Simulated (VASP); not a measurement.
A run of VASP 6.6.1 is set up as follows.

File INCAR:

```
SYSTEM = Si4Hg
  ALGO = Normal
  EDIFF = 1E-6
  ENCUT = 520
  GGA = PE
  ISIF = 2
  ISMEAR = 0
  LASPH = .TRUE.
  LCHARG = .TRUE.
  LELF = .TRUE.
  LREAL = .FALSE.
  LVHAR = .TRUE.
  LWAVE = .FALSE.
  NBANDS = 22
  NELM = 100
  PREC = Accurate
  SIGMA = 0.1
```

File KPOINTS:

```
k-points
0
G
  10 10 10
  0 0 0
```

The input POSCAR:

```
Si4Hg
1.0
   -3.0271609807      3.0271609807      3.0271609807
    3.0271609807     -3.0271609807      3.0271609807
    3.0271609807      3.0271609807     -3.0271609807
Si Hg
4 1
Direct
    0.5000000000      0.5000000000      0.5000000000
    0.5000000000      0.0000000000      0.0000000000
    0.0000000000      0.0000000000      0.5000000000
    0.0000000000      0.5000000000      0.0000000000
    0.0000000000      0.0000000000      0.0000000000
```

Potentials or basis: VASP PAW PBE potentials, release 64 (Si, Hg).

Command:

```bash
$ cat potpaw_PBE.64/Si/POTCAR potpaw_PBE.64/Hg/POTCAR > POTCAR
$ mpirun -np 1 vasp_std > vasp.out
```

Problem. What does it give for the pressure?

Solution. 0.2 GPa.

Problem. Predict the band gap on the k mesh.

Solution. Zero (band 14 reaches 5.47 eV, above the bottom of band 15 at 2.75 eV).

Caveat: spin-orbit coupling is left out, which moves the levels of the heavy elements.
